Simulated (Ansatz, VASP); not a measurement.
## Mg in VASP and in Ansatz

Contents of INCAR:

```
PREC = Accurate
ENCUT = 520
EDIFF = 1E-7
ISMEAR = 0
SIGMA = 0.15
LREAL = False
LASPH = True
NELM = 80
ALGO = Normal
ISIF = 2
LWAVE = False
LCHARG = False
GGA = PE
NBANDS = 7
```

KPOINTS

```
Automatic mesh
0
Gamma
  18 18 18
```

The input POSCAR:

```
Mg
1.0
   -1.9145856564      1.9145856564      1.9145856564
    1.9145856564     -1.9145856564      1.9145856564
    1.9145856564      1.9145856564     -1.9145856564
Mg
1
Direct
    0.0000000000      0.0000000000      0.0000000000
```

Input for Ansatz:

```yaml
crystal:
  lattice:
    - [-1.9145856564, 1.9145856564, 1.9145856564]
    - [1.9145856564, -1.9145856564, 1.9145856564]
    - [1.9145856564, 1.9145856564, -1.9145856564]
  atoms:
    - { symbol: Mg, position: [0.0, 0.0, 0.0] }
basis:
  ecutwfc: 420
kpoints:
  mp_grid: { grid: [18, 18, 18] }
hamiltonian:
  xc: pbe
scf:
  occupations: { method: gaussian, width: 0.15 }
output:
  forces: true
  stress: true
  eigenvalues: true
```

Change from the starting cell: strain +0.080 along x and y, +0.080 along z, atoms carried along.

Alike in both runs: task single point; functional PBE; k mesh 18 × 18 × 18; occupations gaussian, width 0.15 eV; no spin polarisation.

|  | VASP | Ansatz |
| --- | --- | --- |
| version | VASP 6.6.1 | Ansatz 0.2.0 |
| potentials or method | VASP PAW PBE potentials, release 64 (Mg), cutoff 520 eV | scalar-relativistic, plane waves, PAW |
| valence electrons in the cell | 2 | 10 |

VASP gave:

| Property | Result |
| --- | --- |
| gap on the k mesh at the Fermi level (eV) | none |
| pressure (GPa) | -4.8 |

Problem. Which values does Ansatz return?

Solution. gap on the k mesh at the Fermi level (eV): none; pressure (GPa): -4.7.

A gap of «none» marks a metal or a gap that the smearing closes. VASP's potentials hold 2 valence electrons a cell and Ansatz's 10, so a difference there can come from the potentials and not from the codes.
